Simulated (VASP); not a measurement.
Crystal: KCl.

```
K Cl
1.0
     3.83757    0.00000    0.00000
     0.00000    3.83757    0.00000
     0.00000    0.00000    3.83757
K Cl
1 1
Direct
  0.00000 0.00000 0.00000
  0.50000 0.50000 0.50000
```

Base run:

- Program: VASP 6.6.1
- Functional: HSE06
- Potentials or basis: VASP PAW PBE potentials, release 64 (K_sv, Cl)
- Cutoff: 520 eV
- k mesh: 6 × 6 × 6
- Occupations: gaussian, width 0.02 eV
- Spin: no spin polarisation

Its results: band gap on the k mesh 6.12 eV (least direct gap 6.34 eV); pressure -0.4 GPa.

The run is repeated on the same cell with these changes: functional from HSE06 to PBE0; further incar settings from ALGO = Normal; EDIFF = 1e-07; NBANDS = 15 to ALGO = Normal; EDIFF = 1e-06; NBANDS = 15. What comes out?

Band gap on the k mesh 6.85 eV (least direct gap 7.07 eV); pressure -0.5 GPa.

Caveats: the PAW data sets were made with another functional, which shifts forces and pressure a little.

A k mesh can miss the band edges.
